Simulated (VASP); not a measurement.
# CuO (Cccm) in VASP: further runs

CuO is run at these levels: PBEsol; tasks: single point.

All numbers are computed with VASP 6.6.1; they aren't measurements. Logs are shortened: lines on timing, memory, paths and dates and some standing lists are left out, and cuts for length are marked.

### 1 The cell of the first run

Symmetry: Cccm, No. 66, orthorhombic system. The conventional cell has a = 4.085 Å, b = 4.101 Å, c = 5.092 Å, α = 90.00°, β = 90.00°, γ = 90.00°. Cu (site symmetry 2/m) has 4 O at 1.93 Å within 2.6 Å. Cu (site symmetry 2/m) has 4 O at 1.93 Å within 2.6 Å. Within 2.6 Å of O (site symmetry 222) lie 4 Cu at 1.93 Å and 2 O at 2.55 Å.

### 2 Single point, PBEsol

INCAR reads:

```
SYSTEM = CuO
  ALGO = Normal
  EDIFF = 1E-6
  ENCUT = 520
  GGA = PS
  ISIF = 2
  ISMEAR = 0
  LASPH = .True.
  LCHARG = .True.
  LELF = .True.
  LREAL = .False.
  LVHAR = .True.
  LWAVE = .False.
  NBANDS = 44
  NELM = 80
  PREC = Accurate
  SIGMA = 0.15
```

KPOINTS reads:

```
k-points
0
Gamma
  12 8 8
  0 0 0
```

POSCAR reads:

```
CuO
1.0
    2.0425330805     -2.0503581781      0.0000000000
   -4.0850661609     -4.1007163563      0.0000000000
   -2.0425330805     -2.0503581781     -5.0922648297
Cu O
4 4
Direct
    0.0000000000      0.7500000000      0.0000000000
    0.0000000000      0.2500000000      0.0000000000
    0.5000000000      0.2500000000      0.5000000000
    0.5000000000      0.7500000000      0.5000000000
    0.5000000000      0.3750000000      0.7500000000
    0.5000000000      0.8750000000      0.7500000000
    0.5000000000      0.6250000000      0.2500000000
    0.5000000000      0.1250000000      0.2500000000
```

Potentials or basis: VASP PAW PBE potentials, release 64 (Cu, O).

Launch:

```sh
cat potpaw_PBE.64/Cu/POTCAR potpaw_PBE.64/O/POTCAR > POTCAR
mpirun -np 1 vasp_std > vasp.out
```

OUTCAR:

```text
SYSTEM = CuO
   EDIFF = 1E-6
   ENCUT = 520
   GGA = PS
   ISIF = 2
   ISMEAR = 0
   LASPH = .True.
   LREAL = .False.
   NELM = 80
   PREC = Accurate

 ion  position               nearest neighbor table
   1  0.000  0.750  0.000-   7 1.93   6 1.93   6 1.93   7 1.93
   2  0.000  0.250  0.000-   8 1.93   5 1.93   5 1.93   8 1.93
   3  0.500  0.250  0.500-   5 1.93   8 1.93   7 1.93   6 1.93
   4  0.500  0.750  0.500-   6 1.93   7 1.93   5 1.93   8 1.93
   5  0.500  0.375  0.750-   2 1.93   3 1.93   4 1.93   2 1.93
   6  0.500  0.875  0.750-   1 1.93   4 1.93   3 1.93   1 1.93
   7  0.500  0.625  0.250-   1 1.93   4 1.93   3 1.93   1 1.93
   8  0.500  0.125  0.250-   2 1.93   3 1.93   4 1.93   2 1.93

  LATTYP: Found a base centered monoclinic cell.
 ALAT       =     5.7882329060
 B/A-ratio  =     1.7595231265
 C/A-ratio  =     0.5000000000
 COS(beta)  =    -0.0038237366

  Lattice vectors:

 A1 = (   2.0425330804,   2.0503581782,  -5.0922648297)
 A2 = (   2.0425330805,   2.0503581781,   5.0922648297)
 A3 = (   2.0425330805,  -2.0503581781,   0.0000000000)

Analysis of symmetry for initial positions (statically):
=====================================================================
 Subroutine PRICEL returns following result:

  LATTYP: Found a base centered orthorhombic cell.
 ALAT       =     4.0850661610
 B/A-ratio  =     1.0038310751
 C/A-ratio  =     1.2465562684

  Lattice vectors:

 A1 = (   2.0425330805,   2.0503581782,   0.0000000000)
 A2 = (   2.0425330805,  -2.0503581781,   0.0000000000)
 A3 = (  -0.0000000000,   0.0000000000,  -5.0922648297)

   2 primitive cells build up your supercell.

 Routine SETGRP: Setting up the symmetry group for a
 base centered monoclinic supercell.

 Subroutine GETGRP returns: Found  4 space group operations
 (whereof  4 operations were pure point group operations)
 out of a pool of  4 trial point group operations.

The static configuration has the point symmetry C_2h.

Analysis of symmetry for dynamics (positions and initial velocities):
=====================================================================
 Subroutine PRICEL returns following result:

  LATTYP: Found a base centered orthorhombic cell.
 ALAT       =     4.0850661610
 B/A-ratio  =     1.0038310751
 C/A-ratio  =     1.2465562684

  Lattice vectors:

 A1 = (   2.0425330805,   2.0503581782,   0.0000000000)
 A2 = (   2.0425330805,  -2.0503581781,   0.0000000000)
 A3 = (  -0.0000000000,   0.0000000000,  -5.0922648297)

   2 primitive cells build up your supercell.

 Routine SETGRP: Setting up the symmetry group for a
 base centered monoclinic supercell.

 Subroutine GETGRP returns: Found  4 space group operations
 (whereof  4 operations were pure point group operations)
 out of a pool of  4 trial point group operations.

The dynamic configuration has the point symmetry C_2h.

 Subroutine INISYM returns: Found  4 space group operations
 (whereof  4 operations are pure point group operations),
 and found     2 'primitive' translations

----------------------------------------------------------------------------------------

                                     Primitive cell

  volume of cell :      42.6520

  direct lattice vectors                    reciprocal lattice vectors
     2.042533080  2.050358178  0.000000000     0.244794077  0.243859832 -0.000000000
     2.042533081 -2.050358178  0.000000000     0.244794077 -0.243859832 -0.000000000
    -0.000000000  0.000000000 -5.092264830     0.000000000  0.000000000 -0.196376275

  length of vectors
     2.894116453  2.894116453  5.092264830     0.345531124  0.345531124  0.196376275

  position of ions in fractional coordinates (direct lattice)
     0.500000000  1.000000000  0.000000000
     0.000000000  0.500000000  0.500000000
     0.500000000  0.500000000  0.750000000
     0.500000000  0.500000000  0.250000000

  ion indices of the primitive-cell ions
   primitive index   ion index
                 1           1
                 2           4
                 3           6
                 4           7

[... 56 lines left out ...]
 fundamental gap:      0.0042037438
 Fermi energy:         5.2292342386

 k-point     1 :       0.0000    0.0000    0.0000
  band No.  band energies     occupation
      1     -14.8611      2.00000
      2     -13.9289      2.00000
      3     -13.5720      2.00000
      4     -13.4274      2.00000
      5      -3.3365      2.00000
      6      -1.9402      2.00000
[... 36 lines left out ...]
     43      14.2456      0.00000
     44      17.5077      0.00000

 k-point     2 :       0.0833   -0.0000   -0.0000
  band No.  band energies     occupation
      1     -14.8204      2.00000
      2     -13.8943      2.00000
      3     -13.5590      2.00000
      4     -13.4152      2.00000
      5      -3.2692      2.00000
      6      -1.8814      2.00000
[... 36 lines left out ...]
     43      14.4126      0.00000
     44      17.5342      0.00000

 k-point     3 :       0.1667   -0.0000   -0.0000
  band No.  band energies     occupation
      1     -14.7074      2.00000
      2     -13.7978      2.00000
      3     -13.5228      2.00000
      4     -13.3820      2.00000
      5      -3.0795      2.00000
      6      -1.7155      2.00000
[... 36 lines left out ...]
     43      14.8374      0.00000
     44      16.9135      0.00000

 k-point     4 :       0.2500   -0.0000    0.0000
  band No.  band energies     occupation
      1     -14.5463      2.00000
      2     -13.6616      2.00000
      3     -13.4731      2.00000
      4     -13.3362      2.00000
      5      -2.8060      2.00000
      6      -1.4747      2.00000
[... 882 lines left out ...]
     43      15.5005      0.00000
     44      17.1994      0.00000

 k-point    23 :       0.2500    0.2500    0.0000
  band No.  band energies     occupation
      1     -14.4249      2.00000
      2     -13.7962      2.00000
      3     -13.4643      2.00000
      4     -13.3654      2.00000
      5      -2.5398      2.00000
      6      -1.4532      2.00000
[... 36 lines left out ...]
     43      15.7161      0.00000
     44      15.9727      0.00000

 k-point    24 :       0.3333    0.2500    0.0000
  band No.  band energies     occupation
      1     -14.2620      2.00000
      2     -13.6644      2.00000
      3     -13.3979      2.00000
      4     -13.3131      2.00000
      5      -2.2672      2.00000
      6      -1.5010      2.00000
[... 36 lines left out ...]
     43      15.8660      0.00000
     44      16.2031      0.00000

 [... further k-points ...]

------------------------ aborting loop because EDIFF is reached ----------------------------------------

  FORCE on cell =-STRESS in cart. coord.  units (eV):
  Direction    XX          YY          ZZ          XY          YZ          ZX
  --------------------------------------------------------------------------------------
  -------------------------------------------------------------------------------------
  Total        0.3299604      0.3074073      0.5747029     -0.0045410     -0.0000000      0.0000000
  in kB        6.1973011      5.7737106     10.7940433     -0.0852892     -0.0000000      0.0000000
  external PRESSURE =       7.5883517 kB  Pullay stress =       0.0000000 kB

 VOLUME and BASIS-vectors are now :
 -----------------------------------------------------------------------------
  energy-cutoff  :      520.00
  volume of cell :       85.30
      direct lattice vectors                 reciprocal lattice vectors
     2.042533081 -2.050358178  0.000000000     0.244794077 -0.243859832 -0.000000000
    -4.085066161 -4.100716356  0.000000000    -0.122397038 -0.121929916  0.098188138
    -2.042533081 -2.050358178 -5.092264830     0.000000000  0.000000000 -0.196376275

 POSITION                                       TOTAL-FORCE (eV/Angst)
 -----------------------------------------------------------------------------------
     -3.06380     -3.07554      0.00000         0.000000     -0.000000      0.000000
     -1.02127     -1.02518      0.00000        -0.000000     -0.000000      0.000000
     -1.02127     -3.07554     -2.54613         0.000000     -0.000000      0.000000
     -3.06380     -5.12590     -2.54613         0.000000     -0.000000     -0.000000
     -2.04253     -4.10072     -3.81920        -0.000000      0.000000     -0.000608
     -4.08507     -6.15107     -3.81920        -0.000000      0.000000     -0.000608
     -2.04253     -4.10072     -1.27307         0.000000     -0.000000      0.000608
      0.00000     -2.05036     -1.27307         0.000000     -0.000000      0.000608
 -----------------------------------------------------------------------------------
    total drift:                               -0.000000     -0.000000      0.000000

  FREE ENERGIE OF THE ION-ELECTRON SYSTEM (eV)
  ---------------------------------------------------
  free  energy   TOTEN  =       -42.9810543186 eV

  energy  without entropy=      -42.9306381208  energy(sigma->0) =      -42.95584622
```

Run time: 27 min. Hardware: 1 thread of Intel Xeon 8259CL, shared host; peak memory 0.67 GiB.

Results:

```
Free energy            : -42.9811 eV
Pressure               : 0.8 GPa
Band gap on the k mesh : zero (bands 34 and 35 overlap by 1.18 eV)
```

Levels at points of the mesh, in eV from the Fermi level:
| k point | band 30 | band 31 | band 32 | band 33 | band 34 | band 35 | band 36 | band 37 | band 38 | band 39 |
| --- | --- | --- | --- | --- | --- | --- | --- | --- | --- | --- |
| (0.00, 0.00, 0.00) | -2.12 | -2.01 | -1.91 | -0.15 | 0.69 | 0.69 | 0.70 | 1.45 | 4.18 | 5.95 |
| (0.50, 0.00, 0.00) | -1.58 | -1.48 | -1.48 | -0.52 | -0.52 | 0.22 | 0.46 | 3.50 | 3.82 | 3.82 |
| (0.00, 0.50, 0.00) | -1.95 | -1.89 | -1.89 | -0.39 | -0.39 | 0.49 | 0.49 | 3.61 | 3.61 | 5.32 |
| (0.50, 0.50, 0.00) | -2.08 | -1.49 | -1.49 | -0.66 | -0.66 | 0.42 | 0.42 | 3.93 | 3.93 | 5.18 |
| (0.00, 0.00, 0.50) | -1.63 | -1.63 | -1.58 | 0.08 | 0.08 | 0.22 | 0.46 | 3.50 | 3.51 | 3.51 |
| (0.50, 0.00, 0.50) | -1.91 | -1.66 | -1.25 | -1.24 | -0.15 | 0.70 | 1.17 | 1.87 | 4.18 | 5.95 |

Caveat: the PAW data sets were made with another functional, which shifts forces and pressure a little; semilocal functionals often make such compounds metallic where correlation or magnetic order opens a gap, which also shifts bond lengths.

### 3 Single point, PBEsol

This run uses another cell than the first one, of the same volume but with other edges.

INCAR reads:

```
SYSTEM = CuO
ALGO = Normal
EDIFF = 1E-6
ENCUT = 520
GGA = PS
ISIF = 2
ISMEAR = 0
LASPH = .TRUE.
LCHARG = .FALSE.
LREAL = .FALSE.
LWAVE = .FALSE.
NBANDS = 44
NELM = 100
PREC = Accurate
SIGMA = 0.1
```

KPOINTS reads:

```
k-points
0
G
  10 10 8
  0 0 0
```

POSCAR reads:

```
CuO
1.0
    4.0850661606      0.0000000000      0.0000000000
    0.0000000000      4.1007163537      0.0000000000
    0.0000000000      0.0000000000      5.0922648285
Cu O
4 4
Direct
    0.2500000000      0.2500000000      0.5000000000
    0.2500000000      0.7500000000      0.0000000000
    0.7500000000      0.7500000000      0.5000000000
    0.7500000000      0.2500000000      0.0000000000
    0.5000000000      0.0000000000      0.7500000000
    0.5000000000      0.0000000000      0.2500000000
    0.0000000000      0.5000000000      0.7500000000
    0.0000000000      0.5000000000      0.2500000000
```

Potentials or basis: VASP PAW PBE potentials, release 64 (Cu, O).

Launch:

```sh
cat potpaw_PBE.64/Cu/POTCAR potpaw_PBE.64/O/POTCAR > POTCAR
mpirun -np 1 vasp_std > vasp.out
```

Run time: 8.1 min. Hardware: 1 thread of Intel Xeon Platinum 8488C (Sapphire Rapids), shared host; peak memory 0.54 GiB.

Results (log left out):

```yaml
Free_energy: -42.9653 eV
Pressure: 0.6 GPa
Band_gap_on_the_k_mesh: zero (bands 34 and 35 overlap by 1.18 eV)
```

Stress tensor (GPa, compression positive):
```
0.52 0.00 0.00
0.00 0.48 0.00
0.00 0.00 0.95
```

Levels at points of the mesh, in eV from the Fermi level:
```csv
k point,band 31,band 32,band 33,band 34,band 35,band 36,band 37,band 38
"(0.00, 0.00, 0.00)",-1.66,-1.25,-1.24,0.69,0.70,1.17,1.45,1.87
"(0.50, 0.00, 0.00)",-1.71,-1.71,-0.56,-0.56,0.62,0.62,3.92,3.92
"(0.00, 0.50, 0.00)",-1.71,-1.71,-0.55,-0.55,0.62,0.62,3.90,3.90
"(0.50, 0.50, 0.00)",-1.58,-1.58,0.22,0.22,0.46,0.46,3.50,3.50
"(0.00, 0.00, 0.50)",-1.48,-1.48,-0.52,-0.52,0.08,0.08,3.51,3.51
"(0.50, 0.00, 0.50)",-1.89,-1.89,-0.50,-0.50,-0.50,-0.50,4.85,4.85
"(0.00, 0.50, 0.50)",-1.89,-1.89,-0.50,-0.50,-0.50,-0.50,4.85,4.85
"(0.50, 0.50, 0.50)",-1.90,-1.90,-0.15,-0.15,0.70,0.70,4.18,4.18
```

Caveat: the PAW data sets were made with another functional, which shifts forces and pressure a little; semilocal functionals often make such compounds metallic where correlation or magnetic order opens a gap, which also shifts bond lengths. With open d or f shells a metallic result of PBEsol can be an artefact of self-interaction; +U or a hybrid may open a gap.

### 4 Single point, PBEsol (strain along c alone, the other axes held: +2.0 %)

INCAR reads:

```
SYSTEM = CuO
ALGO = Normal
EDIFF = 1E-6
ENCUT = 520
GGA = PS
ISIF = 2
ISMEAR = 0
LASPH = .True.
LCHARG = .False.
LREAL = .False.
LWAVE = .False.
NBANDS = 44
NELM = 100
PREC = Accurate
SIGMA = 0.1
```

KPOINTS reads:

```
k-points
0
Gamma
  10 10 8
  0 0 0
```

POSCAR, as its differences from that of step 3:

```diff
@@ -4,3 +4,3 @@
     0.0000000000      4.1007163537      0.0000000000
-    0.0000000000      0.0000000000      5.0922648285
+    0.0000000000      0.0000000000      5.1941101251
 Cu O
```

Launch:

```sh
cat potpaw_PBE.64/Cu/POTCAR potpaw_PBE.64/O/POTCAR > POTCAR
mpirun -np 1 vasp_std > vasp.out
```

Wall time 6.8 min (1 thread of Intel Xeon Platinum 8488C (Sapphire Rapids), shared host); peak memory 0.55 GiB.

It converged, with:

```yaml
Free_energy: -42.9405 eV
Pressure: -3.6 GPa
Band_gap_on_the_k_mesh: zero (bands 34 and 35 overlap by 1.14 eV)
```

Stress tensor (GPa, compression positive):
```
-2.22  0.00  0.00
 0.00 -2.27  0.00
 0.00  0.00 -6.19
```

Levels at points of the mesh, in eV from the Fermi level:
| k point | band 30 | band 31 | band 32 | band 33 | band 34 | band 35 | band 36 | band 37 | band 38 | band 39 |
| --- | --- | --- | --- | --- | --- | --- | --- | --- | --- | --- |
| (0.00, 0.00, 0.00) | -2.01 | -1.64 | -1.17 | -1.17 | 0.66 | 0.67 | 1.16 | 1.40 | 2.09 | 6.05 |
| (0.50, 0.00, 0.00) | -2.08 | -1.62 | -1.62 | -0.56 | -0.56 | 0.60 | 0.60 | 3.93 | 3.93 | 5.51 |
| (0.00, 0.50, 0.00) | -2.07 | -1.62 | -1.62 | -0.56 | -0.56 | 0.60 | 0.60 | 3.92 | 3.92 | 5.52 |
| (0.50, 0.50, 0.00) | -1.58 | -1.49 | -1.49 | 0.21 | 0.21 | 0.44 | 0.44 | 3.44 | 3.44 | 5.94 |
| (0.00, 0.00, 0.50) | -1.53 | -1.39 | -1.39 | -0.49 | -0.49 | 0.08 | 0.08 | 3.48 | 3.48 | 3.93 |
| (0.50, 0.00, 0.50) | -1.81 | -1.81 | -1.81 | -0.48 | -0.48 | -0.48 | -0.48 | 4.85 | 4.85 | 4.85 |
| (0.00, 0.50, 0.50) | -1.81 | -1.81 | -1.81 | -0.48 | -0.48 | -0.48 | -0.48 | 4.84 | 4.84 | 4.84 |
| (0.50, 0.50, 0.50) | -2.02 | -1.84 | -1.84 | -0.14 | -0.14 | 0.67 | 0.67 | 4.18 | 4.18 | 5.88 |

Caveat: the cell differs from its parent crystal (strain along c alone, the other axes held: +2.0 %); the cell stands under tension; the PAW data sets were made with another functional, which shifts forces and pressure a little; semilocal functionals often make such compounds metallic where correlation or magnetic order opens a gap, which also shifts bond lengths.

### 5 Single point, PBEsol (strain along c alone, the other axes held: -4.0 %)

INCAR reads:

```
SYSTEM = CuO
  PREC = Accurate
  ENCUT = 520
  EDIFF = 1E-7
  ISMEAR = 0
  SIGMA = 0.1
  LREAL = .False.
  LASPH = .True.
  NELM = 60
  ALGO = Normal
  ISIF = 2
  LWAVE = .False.
  LCHARG = .False.
  GGA = PS
  NBANDS = 44
```

KPOINTS reads:

```
regular mesh
0
Gamma
  10 10 8
  0 0 0
```

POSCAR, as its differences from that of step 4:

```diff
@@ -4,3 +4,3 @@
     0.0000000000      4.1007163537      0.0000000000
-    0.0000000000      0.0000000000      5.1941101251
+    0.0000000000      0.0000000000      4.8885742354
 Cu O
```

Launch:

```sh
cat potpaw_PBE.64/Cu/POTCAR potpaw_PBE.64/O/POTCAR > POTCAR
mpirun -np 1 vasp_std > vasp.out
```

Wall time 17 min (1 thread of Oxide Virtual Turin-like, shared host); peak memory 0.49 GiB.

Results (log left out):

- Free energy: -42.7672 eV
- Pressure: 10.8 GPa
- Band gap on the k mesh: zero (bands 34 and 35 overlap by 1.28 eV)

Stress tensor (GPa, compression positive):
```
 7.47  0.00  0.00
 0.00  7.46  0.00
 0.00  0.00 17.58
```

Levels at points of the mesh, in eV from the Fermi level:
| k point | band 30 | band 31 | band 32 | band 33 | band 34 | band 35 | band 36 | band 37 | band 38 | band 39 |
| --- | --- | --- | --- | --- | --- | --- | --- | --- | --- | --- |
| (0.00, 0.00, 0.00) | -2.00 | -1.70 | -1.41 | -1.41 | 0.75 | 0.76 | 1.18 | 1.41 | 1.55 | 5.93 |
| (0.50, 0.00, 0.00) | -2.21 | -1.90 | -1.90 | -0.54 | -0.54 | 0.66 | 0.66 | 3.87 | 3.87 | 5.78 |
| (0.00, 0.50, 0.00) | -2.20 | -1.90 | -1.90 | -0.54 | -0.54 | 0.66 | 0.66 | 3.85 | 3.85 | 5.80 |
| (0.50, 0.50, 0.00) | -1.80 | -1.75 | -1.75 | 0.25 | 0.25 | 0.52 | 0.52 | 3.64 | 3.64 | 5.93 |
| (0.00, 0.00, 0.50) | -1.82 | -1.67 | -1.67 | -0.59 | -0.59 | 0.07 | 0.07 | 3.55 | 3.55 | 3.59 |
| (0.50, 0.00, 0.50) | -2.05 | -2.05 | -2.05 | -0.54 | -0.54 | -0.54 | -0.54 | 4.83 | 4.83 | 4.83 |
| (0.00, 0.50, 0.50) | -2.05 | -2.05 | -2.05 | -0.54 | -0.54 | -0.54 | -0.54 | 4.83 | 4.83 | 4.83 |
| (0.50, 0.50, 0.50) | -2.31 | -2.04 | -2.04 | -0.18 | -0.18 | 0.75 | 0.75 | 4.17 | 4.17 | 6.09 |

Caveat: the cell differs from its parent crystal (strain along c alone, the other axes held: -4.0 %); the stress differs along the axes, from 7 to 18 GPa; the PAW data sets were made with another functional, which shifts forces and pressure a little; semilocal functionals often make such compounds metallic where correlation or magnetic order opens a gap, which also shifts bond lengths.

### 6 Summary

```csv
cell,k mesh,smearing,gap on the mesh (eV),pressure (GPa)
"a = 2.894, b = 5.788, c = 5.857 Å, angles 60.4, 89.9, 89.8°, 8 atoms, atomic positions A",12 × 8 × 8,gaussian 0.15 eV,none,0.8
"a = 4.085, b = 4.101, c = 5.092 Å, 8 atoms, atomic positions B",10 × 10 × 8,gaussian 0.1 eV,none,0.6
"a = 4.085, b = 4.101, c = 5.194 Å, 8 atoms, atomic positions B",10 × 10 × 8,gaussian 0.1 eV,none,-3.6
"a = 4.085, b = 4.101, c = 4.889 Å, 8 atoms, atomic positions B",10 × 10 × 8,gaussian 0.1 eV,none,10.8
```

Alike in all rows: task single point; level PBEsol; potentials or basis VASP PAW PBE potentials, release 64 (Cu, O); no spin polarisation; cutoff (eV) 520.

Caveats: the PAW data sets were made with another functional, which shifts forces and pressure a little; semilocal functionals often make such compounds metallic where correlation or magnetic order opens a gap, which also shifts bond lengths; the cell stands under tension (at least some runs); the stress differs along the axes, from 7 to 18 GPa (at least some runs).

Total energies depend on the potentials used, so only differences within one code and one set of settings carry meaning.
